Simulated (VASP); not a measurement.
# F (C2/m) in VASP: notebook

Runs on F. Level: PBE+D3(BJ). Tasks: single point.

Program: VASP 6.6.1. These are calculated values, not measurements. Logs are shortened: lines on timing, memory, paths and dates and some standing lists are left out, and cuts for length are marked.

## (1) The cell of the first run

The structure is monoclinic, space group C2/m (No. 12). Conventional cell: a = 5.613 Å, b = 3.168 Å, c = 7.279 Å, α = 90.00°, β = 108.12°, γ = 90.00°. F (site symmetry m) has 1 F at 1.42 Å within 1.9 Å. F (site symmetry m) has 1 F at 1.42 Å within 1.9 Å.

## (2) Single point, PBE+D3(BJ) (volume scaled by 0.88, then relaxed in part)

Input file INCAR:

```
PREC = Accurate ; ENCUT = 520
EDIFF = 1E-6 ; ISMEAR = 0
SIGMA = 0.02 ; LREAL = F
LASPH = T ; NELM = 100
ALGO = Normal ; ISIF = 2
LWAVE = F ; LCHARG = T
GGA = PE ; IVDW = 12
LELF = T ; LVHAR = T
NBANDS = 22
```

Input file KPOINTS:

```
regular mesh
0
Gamma
  8 8 4
```

Input file POSCAR:

```
F
1.0
    2.8031987270     -1.5839650253     -0.1384444314
    2.8031987270      1.5839650253     -0.1384444314
   -1.9203140105      0.0000000000      7.0210706099
F
4
Direct
    0.0807172140      0.0807172140      0.0966966788
    0.9192827860      0.9192827860      0.9033033212
    0.4990996243      0.4990996243      0.5970510331
    0.5009003757      0.5009003757      0.4029489669
```

Potentials or basis: VASP PAW PBE potentials, release 64 (F).

On the command line:

```console
$ cat potpaw_PBE.64/F/POTCAR > POTCAR
$ mpirun -np 1 vasp_std > vasp.out
```

OUTCAR:

```text
PREC = Accurate
   ENCUT = 520
   EDIFF = 1E-6
   ISMEAR = 0
   LREAL = F
   LASPH = T
   NELM = 100
   ISIF = 2
   GGA = PE
   IVDW = 12
 IVDW          = 12

 ion  position               nearest neighbor table
   1  0.081  0.081  0.097-   2 1.42
   2  0.919  0.919  0.903-   1 1.42
   3  0.499  0.499  0.597-   4 1.42
   4  0.501  0.501  0.403-   3 1.42

  LATTYP: Found a base centered monoclinic cell.
 ALAT       =     5.6132307858
 B/A-ratio  =     0.5643683952
 C/A-ratio  =     1.2967478351
 COS(beta)  =    -0.3110768076

  Lattice vectors:

 A1 = (   2.8031987270,  -1.5839650253,  -0.1384444314)
 A2 = (   2.8031987270,   1.5839650253,  -0.1384444314)
 A3 = (  -1.9203140105,   0.0000000000,   7.0210706099)

Analysis of symmetry for initial positions (statically):
=====================================================================
 Subroutine PRICEL returns:
 Original cell was already a primitive cell.

 Routine SETGRP: Setting up the symmetry group for a
 base centered monoclinic supercell.

 Subroutine GETGRP returns: Found  4 space group operations
 (whereof  4 operations were pure point group operations)
 out of a pool of  4 trial point group operations.

The static configuration has the point symmetry C_2h.

Analysis of symmetry for dynamics (positions and initial velocities):
=====================================================================
 Subroutine PRICEL returns:
 Original cell was already a primitive cell.

 Routine SETGRP: Setting up the symmetry group for a
 base centered monoclinic supercell.

 Subroutine GETGRP returns: Found  4 space group operations
 (whereof  4 operations were pure point group operations)
 out of a pool of  4 trial point group operations.

The dynamic configuration has the point symmetry C_2h.

 Subroutine INISYM returns: Found  4 space group operations
 (whereof  4 operations are pure point group operations),
 and found     1 'primitive' translations

----------------------------------------------------------------------------------------

                                     Primitive cell

  volume of cell :      61.5073

  direct lattice vectors                    reciprocal lattice vectors
     2.803198727 -1.583965025 -0.138444431     0.180810040 -0.315663536  0.049452864
     2.803198727  1.583965025 -0.138444431     0.180810040  0.315663536  0.049452864
    -1.920314011  0.000000000  7.021070610     0.007130577  0.000000000  0.144378686

  length of vectors
     3.222737216  3.222737216  7.278944869     0.367125760  0.367125760  0.144554661

  position of ions in fractional coordinates (direct lattice)
     0.080717214  0.080717214  0.096696679
     0.919282786  0.919282786  0.903303321
     0.499099624  0.499099624  0.597051033
     0.500900376  0.500900376  0.402948967

  ion indices of the primitive-cell ions
   primitive index   ion index
                 1           1
                 2           2
                 3           3
                 4           4

----------------------------------------------------------------------------------------

 KPOINTS: regular mesh

Automatic generation of k-mesh.
 Grid dimensions read from file:
 generate k-points for:    8    8    4

 Generating k-lattice:

  Cartesian coordinates                     Fractional coordinates (reciprocal lattice)
     0.022601255 -0.039457942  0.006181608     0.125000000  0.000000000  0.000000000
     0.022601255  0.039457942  0.006181608     0.000000000  0.125000000  0.000000000
     0.001782644  0.000000000  0.036094671     0.000000000  0.000000000  0.250000000

  Length of vectors
     0.045890720  0.045890720  0.036138665

  Shift w.r.t. Gamma in fractional coordinates (k-lattice)
     0.000000000  0.000000000  0.000000000

 Subroutine IBZKPT returns following result:
 ===========================================

 Found     78 irreducible k-points:

 Following reciprocal coordinates:
            Coordinates               Weight
  0.000000  0.000000  0.000000      1.000000
  0.125000 -0.000000  0.000000      4.000000
  0.250000 -0.000000  0.000000      4.000000
  0.375000  0.000000  0.000000      4.000000
  0.500000 -0.000000  0.000000      2.000000
  0.125000  0.125000  0.000000      2.000000
[... 16 lines left out ...]
  0.125000  0.000000  0.250000      4.000000
  0.250000  0.000000  0.250000      4.000000
 [... further k-points ...]
   k-points           NKPTS =     78   k-points in BZ     NKDIM =     78   number of bands    NBANDS=     22
   number of dos      NEDOS =    301   number of ions     NIONS =      4
   total plane-waves  NPLWV =  31104
   dimension x,y,z NGX =    24 NGY =   24 NGZ =   54
   dimension x,y,z NGXF=    48 NGYF=   48 NGZF=  108
   ions per type =               4
   NGX,Y,Z   is equivalent  to a cutoff of  12.38, 12.38, 12.33 a.u.
   NGXF,Y,Z  is equivalent  to a cutoff of  24.76, 24.76, 24.67 a.u.
 SYSTEM =  unknown system
   PREC   = accura    normal or accurate (medium, high low for compatibility)
   ISTART =      0    job   : 0-new  1-cont  2-samecut
   ICHARG =      2    charge: 1-file 2-atom 10-const
   ISPIN  =      1    spin polarized calculation?
   LNONCOLLINEAR =      F non collinear calculations
   LSORBIT =      F    spin-orbit coupling
   LASPH  =      T    aspherical Exc in radial PAW
   ENCUT  =  520.0 eV  38.22 Ry    6.18 a.u.   5.99  5.99 13.53*2*pi/ulx,y,z
   NELM   =    100;   NELMIN=  2; NELMDL= -5     # of ELM steps
   EDIFF  = 0.1E-05   stopping-criterion for ELM
   LREAL  =      F    real-space projection
   EDIFFG = 0.1E-04   stopping-criterion for IOM
   NSW    =      0    number of steps for IOM
   IBRION =     -1    ionic relax: 0-MD 1-quasi-New 2-CG
   NFREE  =      0    steps in history (QN), initial steepest desc. (CG)
   ISIF   =      2    stress and relaxation
   ISYM   =      2    0-nonsym 1-usesym 2-fastsym
   POTIM  = 0.5000    time-step for ionic-motion
   TEBEG  =    0.0;   TEEND  =   0.0 temperature during run
   PSTRESS=    0.0 pullay stress
   NELECT =      28.0000    total number of electrons
   NUPDOWN=      -1.0000    fix difference up-down
   EMIN   =  10.00;   EMAX   =-10.00  energy-range for DOS
   EFERMI =   0.00;   METHOD = LEGACY
   ISMEAR =     0;   SIGMA  =   0.02  broadening in eV -4-tet -1-fermi 0-gaus
   EFERMI_NEDOS =   21; number of points for ismear=-14 and -15
   IALGO  =     38    algorithm
   IMIX   =      4    mixing-type and parameters
     AMIX     =   0.40;   BMIX     =  1.00
     AMIX_MAG =   1.60;   BMIX_MAG =  1.00
  volume/ion in A,a.u.               =      15.38       103.77
  Fermi-wavevector in a.u.,A,eV,Ry     =   1.259366  2.379857 21.578885  1.586003
  Thomas-Fermi vector in A             =   2.392930
   LORBIT       =      0    0 simple, 1 ext, 2 COOP (PROOUT), +10 PAW based schemes
   GGA     = PE    functional components
   LHFCALC =     F    Hartree Fock is set to
   AEXX    =    0.0000 exact exchange contribution
   IVDW    =    12    specifies the selected vdW correction
   LEPSILON=     F    determine dielectric tensor
   LRPA    =     F    only Hartree local field effects (RPA)
 non-spin polarized calculation
 Gauss-broadening in eV      SIGMA  =   0.02
  energy-cutoff  :      520.00
  volume of cell :       61.51
 maximum number of plane-waves:      1678
   NGX = 11   NGY = 11   NGZ = 27

 number of electron      27.9999963 magnetization

 Free energy of the ion-electron system (eV)
  ---------------------------------------------------
  ext. energy  EPLUGINS =         0.00000000
  ---------------------------------------------------
  free energy    TOTEN  =        -7.27683492 eV

  energy without entropy =       -7.27683492  energy(sigma->0) =       -7.27683492

 E-fermi :  -4.7684     XC(G=0):  -7.8005

 val. band max:       -4.9053486887   @ k =   0.5000   0.5000   0.0000
 cond. band min:      -2.2895612953   @ k =   0.0000   0.0000   0.0000
 fundamental gap:      2.6157873934
 Fermi energy:        -4.7684266817

 k-point     1 :       0.0000    0.0000    0.0000
  band No.  band energies     occupation
      1     -29.9332      2.00000
      2     -29.7915      2.00000
      3     -23.7603      2.00000
      4     -23.3906      2.00000
      5     -11.6516      2.00000
      6     -10.7801      2.00000
[... 14 lines left out ...]
     21      14.6526      0.00000
     22      17.3429      0.00000

 k-point     2 :       0.1250   -0.0000    0.0000
  band No.  band energies     occupation
      1     -29.9146      2.00000
      2     -29.7805      2.00000
      3     -23.7358      2.00000
      4     -23.3946      2.00000
      5     -11.6152      2.00000
      6     -10.8071      2.00000
[... 14 lines left out ...]
     21      15.0509      0.00000
     22      15.5360      0.00000

 k-point     3 :       0.2500   -0.0000    0.0000
  band No.  band energies     occupation
      1     -29.8685      2.00000
      2     -29.7548      2.00000
      3     -23.6714      2.00000
      4     -23.4101      2.00000
      5     -11.5127      2.00000
      6     -10.8869      2.00000
[... 14 lines left out ...]
     21      13.6980      0.00000
     22      14.7126      0.00000

 k-point     4 :       0.3750    0.0000    0.0000
  band No.  band energies     occupation
      1     -29.8198      2.00000
      2     -29.7307      2.00000
      3     -23.5896      2.00000
      4     -23.4434      2.00000
      5     -11.3617      2.00000
      6     -11.0157      2.00000
[... 14 lines left out ...]
     21      12.2292      0.00000
     22      13.8047      0.00000

 k-point     5 :       0.5000   -0.0000    0.0000
  band No.  band energies     occupation
      1     -29.7985      2.00000
      2     -29.7216      2.00000
      3     -23.5297      2.00000
      4     -23.4833      2.00000
      5     -11.2088      2.00000
      6     -11.1599      2.00000
[... 14 lines left out ...]
     21      11.9251      0.00000
     22      12.3056      0.00000

 k-point     6 :       0.1250    0.1250    0.0000
  band No.  band energies     occupation
      1     -29.9117      2.00000
      2     -29.7836      2.00000
      3     -23.7293      2.00000
      4     -23.4098      2.00000
      5     -11.5997      2.00000
      6     -10.8404      2.00000
[... 14 lines left out ...]
     21      15.2098      0.00000
     22      15.3669      0.00000

 k-point     7 :       0.2500    0.1250    0.0000
  band No.  band energies     occupation
      1     -29.8775      2.00000
      2     -29.7668      2.00000
      3     -23.6800      2.00000
      4     -23.4307      2.00000
      5     -11.5172      2.00000
      6     -10.9172      2.00000
[... 324 lines left out ...]
      6     -11.1427      2.00000
[... 14 lines left out ...]
     21      12.3910      0.00000
     22      13.3821      0.00000

 k-point    21 :       0.5000    0.5000    0.0000
  band No.  band energies     occupation
      1     -29.7976      2.00000
      2     -29.7200      2.00000
      3     -23.5594      2.00000
      4     -23.5108      2.00000
      5     -11.2447      2.00000
      6     -11.1673      2.00000
[... 14 lines left out ...]
     21      12.3951      0.00000
     22      14.2058      0.00000

 k-point    22 :       0.0000    0.0000    0.2500
  band No.  band energies     occupation
      1     -29.9197      2.00000
      2     -29.8063      2.00000
      3     -23.7078      2.00000
      4     -23.4444      2.00000
      5     -11.5330      2.00000
      6     -10.9179      2.00000
[... 14 lines left out ...]
     21      16.8740      0.00000
     22      17.4546      0.00000

 k-point    23 :       0.1250    0.0000    0.2500
  band No.  band energies     occupation
      1     -29.8974      2.00000
      2     -29.7990      2.00000
      3     -23.6652      2.00000
      4     -23.4668      2.00000
      5     -11.4541      2.00000
      6     -10.9897      2.00000
[... 14 lines left out ...]
     21      15.5025      0.00000
     22      16.3898      0.00000

 k-point    24 :       0.2500    0.0000    0.2500
  band No.  band energies     occupation
      1     -29.8535      2.00000
      2     -29.7709      2.00000
      3     -23.5959      2.00000
      4     -23.4873      2.00000
      5     -11.3321      2.00000
      6     -11.0791      2.00000
[... 14 lines left out ...]
     21      13.0801      0.00000
     22      14.3402      0.00000

 [... further k-points ...]

------------------------ aborting loop because EDIFF is reached ----------------------------------------

 Edisp (eV)   -0.12340

 E8    (eV) :    -0.0272

  FORCE on cell =-STRESS in cart. coord.  units (eV):
  Direction    XX          YY          ZZ          XY          YZ          ZX
  --------------------------------------------------------------------------------------
  -------------------------------------------------------------------------------------
  Total       0.13999     0.02729     0.95402     0.00000     0.00000     0.03870
  in kB       3.64661     0.71086    24.85087     0.00000     0.00000     1.00798
  external pressure =        9.74 kB  Pullay stress =        0.00 kB

 VOLUME and BASIS-vectors are now :
 -----------------------------------------------------------------------------
  energy-cutoff  :      520.00
  volume of cell :       61.51
      direct lattice vectors                 reciprocal lattice vectors
     2.803198727 -1.583965025 -0.138444431     0.180810040 -0.315663536  0.049452864
     2.803198727  1.583965025 -0.138444431     0.180810040  0.315663536  0.049452864
    -1.920314011  0.000000000  7.021070610     0.007130577  0.000000000  0.144378686

 POSITION                                       TOTAL-FORCE (eV/Angst)
 -----------------------------------------------------------------------------------
      0.26684      0.00000      0.65656         0.140141      0.000000      0.347899
      3.41924      0.00000      6.08762        -0.140141      0.000000     -0.347899
      1.65163      0.00000      4.05374        -0.100861      0.000000      0.362433
      2.03446      0.00000      2.69044         0.100861      0.000000     -0.362433
 -----------------------------------------------------------------------------------
    total drift:                               -0.000000     -0.000000      0.000000

  FREE ENERGIE OF THE ION-ELECTRON SYSTEM (eV)
  ---------------------------------------------------
  free  energy   TOTEN  =        -7.4002382937 eV

  energy  without entropy=       -7.4002382937  energy(sigma->0) =       -7.40023829
```

Wall time 26 s (1 thread of Intel Xeon 6975P-C (Granite Rapids), shared host); peak memory 0.22 GiB.

What came out:

```yaml
Free_energy: -7.4002 eV
Pressure: 1.0 GPa
Largest_force: 0.376 eV/Å
Band_gap_on_the_k_mesh: 2.62 eV, indirect (least direct gap 2.68 eV)
Dispersion_energy_per_atom: -0.031 eV
```

Forces in eV/Å, atoms in the order of the input:
```
F    0.140  0.000  0.348
F   -0.140  0.000 -0.348
F   -0.101  0.000  0.362
F    0.101  0.000 -0.362
```

Levels at points of the mesh, in eV from the valence-band top:
| k point | band 11 | band 12 | band 13 | band 14 | band 15 | band 16 | band 17 | band 18 |
| --- | --- | --- | --- | --- | --- | --- | --- | --- |
| (0.00, 0.00, 0.00) | -0.37 | -0.18 | -0.18 | -0.06 | 2.62 | 3.67 | 9.22 | 11.49 |
| (0.50, 0.00, 0.00) | -0.62 | -0.59 | -0.34 | -0.27 | 3.25 | 3.30 | 13.88 | 14.00 |
| (0.50, 0.50, 0.00) | -0.59 | -0.38 | -0.34 | 0.00 | 3.17 | 3.27 | 13.96 | 14.21 |
| (0.00, 0.00, 0.50) | -0.31 | -0.26 | -0.14 | -0.10 | 3.11 | 3.16 | 10.05 | 10.08 |
| (0.50, 0.00, 0.50) | -0.77 | -0.48 | -0.38 | -0.12 | 3.04 | 3.46 | 13.96 | 14.39 |
| (0.50, 0.50, 0.50) | -0.60 | -0.52 | -0.18 | -0.14 | 3.23 | 3.27 | 13.71 | 13.92 |

[end of part 1 of 2]
